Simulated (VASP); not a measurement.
Na:

```
Na
1.0
    -2.10403    2.10403    2.10403
     2.10403   -2.10403    2.10403
     2.10403    2.10403   -2.10403
Na
1
Direct
  0.00000 0.00000 0.00000
```

Base run:

* Program: VASP 6.6.1
* Functional: PBEsol
* Potentials or basis: VASP PAW PBE potentials, release 64 (Na_pv)
* Cutoff: 520 eV
* k mesh: 12 × 12 × 12
* Occupations: fermi-dirac, width 0.05 eV
* Spin: no spin polarisation

Its results: pressure -0.2 GPa.

Question: The run is repeated on the same cell with these changes: functional from PBEsol to RPBE. What comes out?

Answer: Pressure 0.5 GPa.

RPBE binds less tightly than PBEsol, so the same cell stands under more pressure.

Caveats: the PAW data sets were made with another functional, which shifts forces and pressure a little.
